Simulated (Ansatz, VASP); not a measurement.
# One calculation of RbCl, two programs

Contents of INCAR:

```
SYSTEM = RbCl
PREC = Accurate
ENCUT = 500
EDIFF = 1E-6
ISMEAR = 0
SIGMA = 0.05
LREAL = .False.
LASPH = .True.
NELM = 120
ALGO = Normal
ISIF = 2
LWAVE = .False.
LCHARG = .False.
GGA = PE
NBANDS = 15
GGA_COMPAT = .False.
```

The input KPOINTS:

```
regular mesh
0
Gamma
  6 6 6
  0 0 0
```

POSCAR

```
RbCl
1.0
    0.0000000000      3.1430400000      3.1430400000
    3.1430400000      0.0000000000      3.1430400000
    3.1430400000      3.1430400000      0.0000000000
Rb Cl
1 1
Direct
    0.0000000000      0.0000000000      0.0000000000
    0.5000000000      0.5000000000      0.5000000000
```

Input for Ansatz:

```yaml
crystal:
  lattice:
    - [0.0, 3.14304, 3.14304]
    - [3.14304, 0.0, 3.14304]
    - [3.14304, 3.14304, 0.0]
  atoms:
    - { symbol: Rb, position: [0.0, 0.0, 0.0] }
    - { symbol: Cl, position: [0.5, 0.5, 0.5] }
basis:
  ecutwfc: 420
kpoints:
  mp_grid: { grid: [6, 6, 6] }
hamiltonian:
  xc: pbe
scf:
  occupations: { method: gaussian, width: 0.05 }
output:
  forces: true
  stress: true
  eigenvalues: true
```

Change from the starting cell: strain -0.040 along x and y, -0.040 along z, atoms carried along.

Alike in both runs: task single point; functional PBE; k mesh 6 × 6 × 6; occupations gaussian, width 0.05 eV; no spin polarisation.

|  | VASP | Ansatz |
| --- | --- | --- |
| version | VASP 6.6.1 | Ansatz 0.2.0 |
| potentials or method | VASP PAW PBE potentials, release 64 (Rb_sv, Cl), cutoff 500 eV | scalar-relativistic, plane waves, PAW |
| valence electrons in the cell | 16 | 16 |

Ansatz gave:

```
gap on the k mesh at the Fermi level (eV) : 5.48
least direct gap on the mesh (eV)         : 5.48
pressure (GPa)                            : 4.4
```

**Question.** Estimate VASP's values.

**Answer.** gap on the k mesh at the Fermi level (eV): 5.47; least direct gap on the mesh (eV): 5.47; pressure (GPa): 4.4.

The functional is the same, so the differences come from potentials, cutoffs and numerics.
